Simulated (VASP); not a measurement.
**TiSn: single point with PBE**

TiSn:

```
CELL_PARAMETERS angstrom
0.00000 2.83740 2.83740
2.83740 0.00000 2.83740
2.83740 2.83740 0.00000
ATOMIC_POSITIONS crystal
Ti 0.00000 0.00000 0.00000
Sn 0.50000 0.50000 0.50000
```

| Item | Value |
| --- | --- |
| Program | VASP 6.6.1 |
| Task | single point |
| Functional | PBE |
| Potentials or basis | VASP PAW PBE potentials, release 64 (Ti_sv, Sn_d) |
| Cutoff | 520 eV |
| k mesh | 8 × 8 × 8 |
| Occupations | fermi-dirac, width 0.05 eV |
| Spin | no spin polarisation |
| Dipole correction | no |
| Further INCAR settings | ALGO = Normal; EDIFF = 1e-06; NBANDS = 20 |

```json
{"Pressure": "-3.0 GPa", "Band gap on the k mesh": "zero (band 13 reaches 7.91 eV, above the bottom of band 14 at 7.60 eV)"}
```

Levels at points of the mesh, in eV from the Fermi level:
```csv
k point,band 10,band 11,band 12,band 13,band 14,band 15,band 16,band 17
"(0.00, 0.00, 0.00)",-9.47,0.11,0.11,0.11,0.41,0.41,3.17,3.17
"(0.50, 0.00, 0.00)",-6.97,-4.46,-1.39,-1.39,0.93,0.93,1.35,5.16
"(0.50, 0.50, 0.00)",-6.86,-3.25,-0.90,0.16,0.16,0.79,1.23,1.23
```

Wall time 23 s on 1 thread of Intel(R) Xeon(R) Platinum 8488C (Sapphire Rapids) (shared host), peak memory 0.18 GiB.

Caveat: spin-orbit coupling is left out, which moves the levels of the heavy elements.
